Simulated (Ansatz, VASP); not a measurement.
## SnO in VASP and in Ansatz

Contents of INCAR:

```
PREC = Accurate ; ENCUT = 520
EDIFF = 1E-6 ; ISMEAR = 0
SIGMA = 0.05 ; LREAL = False
LASPH = True ; NELM = 100
ALGO = Normal ; ISIF = 2
LWAVE = False ; LCHARG = True
LDIPOL = True ; IDIPOL = 3
DIPOL = 0.5 0.5 0.408 ; GGA = PE
IVDW = 12 ; LELF = True
LVHAR = True ; LVACPOTAV = True
NBANDS = 50
```

Contents of KPOINTS:

```
Automatic mesh
0
Gamma
  7 7 1
```

Contents of POSCAR:

```
SnO
1.0
    3.8201527101      0.0002954416      0.0000000000
   -0.0003145269      3.8201527086      0.0000000000
    0.0000000000      0.0000000000     22.2260751773
Sn O
4 4
Direct
    0.9999452874      0.9999452874      0.2024648960
    0.4999452874      0.4999452874      0.3087831537
    0.8749452874      0.9999452874      0.5067488299
    1.3749452874      1.4999452874      0.6130670876
    0.9999461031      0.4999461031      0.2556240249
    0.4999461031      0.9999461031      0.2556240249
    0.8749444717      1.4999444717      0.5599079587
    1.3749444717      0.9999444717      0.5599079587
```

Input for Ansatz:

```yaml
crystal:
  lattice:
    - [3.8201527101, 0.0002954416, 0.0]
    - [-0.0003145269, 3.8201527086, 0.0]
    - [0.0, 0.0, 22.2260751773]
  atoms:
    - { symbol: Sn, position: [0.9999452874, 0.9999452874, 0.202464896] }
    - { symbol: O, position: [0.9999461031, 0.4999461031, 0.2556240249] }
    - { symbol: O, position: [0.4999461031, 0.9999461031, 0.2556240249] }
    - { symbol: Sn, position: [0.4999452874, 0.4999452874, 0.3087831537] }
    - { symbol: Sn, position: [0.8749452874, 0.9999452874, 0.5067488299] }
    - { symbol: O, position: [0.8749444717, 1.4999444717, 0.5599079587] }
    - { symbol: O, position: [1.3749444717, 0.9999444717, 0.5599079587] }
    - { symbol: Sn, position: [1.3749452874, 1.4999452874, 0.6130670876] }
basis:
  ecutwfc: 420
kpoints:
  mp_grid: { grid: [7, 7, 1] }
hamiltonian:
  xc: pbe
  pseudopotentials: { kind: paw, azcp: { folder: soft_1 } }
  dispersion: d3bj
scf:
  occupations: { method: gaussian, width: 0.05 }
output:
  forces: true
  eigenvalues: true
efield:
  axis: 3
  dipole_correction: true
  ramp_width: 0.04
```

Alike in both runs: task single point; functional PBE; dispersion D3(BJ); k mesh 7 × 7 × 1; occupations gaussian, width 0.05 eV; no spin polarisation.

|  | VASP | Ansatz |
| --- | --- | --- |
| version | VASP 6.6.1 | Ansatz 0.2.0 |
| potentials or method | VASP PAW PBE potentials, release 64 (Sn_d, O), cutoff 520 eV | scalar-relativistic, plane waves, PAW |
| valence electrons in the cell | 80 | 80 |

VASP gave:

| Item | Value |
| --- | --- |
| gap on the k mesh at the Fermi level (eV) | 2.61 |
| least direct gap on the mesh (eV) | 2.62 |
| rms of the force components (eV/Å) | 0.056 |

Estimate Ansatz's values.

gap on the k mesh at the Fermi level (eV): 2.65; least direct gap on the mesh (eV): 2.67; rms of the force components (eV/Å): 0.023.

Ansatz's warnings: structure snapped to symmetry.
